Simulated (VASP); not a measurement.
# P: single point with PBE

Crystal: P.

```
P
1.0
     2.36006    0.00000    0.00000
     0.00000    2.36006    0.00000
     0.00000    0.00000    2.36006
P
1
Direct
  0.00000 0.00000 0.00000
```

* Program: VASP 6.6.1
* Task: single point
* Functional: PBE
* Potentials or basis: VASP PAW PBE potentials, release 64 (P)
* Cutoff: 520 eV
* k mesh: 16 × 16 × 16
* Occupations: fermi-dirac, width 0.05 eV
* Spin: no spin polarisation

* Pressure: 14.5 GPa

Levels at points of the mesh, in eV from the Fermi level:
```
           k point  band 1  band 2  band 3  band 4  band 5  band 6
(0.00, 0.00, 0.00)  -17.78    5.41    5.41    5.41    6.46    6.46
(0.50, 0.00, 0.00)  -12.91   -9.78    8.69    8.69    9.25   14.60
(0.50, 0.50, 0.00)   -7.56   -5.98   -5.98    0.14   11.77   17.38
(0.50, 0.50, 0.50)   -2.49   -2.49   -2.49   -0.60    4.13    4.13
```

It took 4.5 s on 1 thread of Intel(R) Xeon(R) 6975P-C (Granite Rapids), on a shared host, peak memory 0.12 GiB.
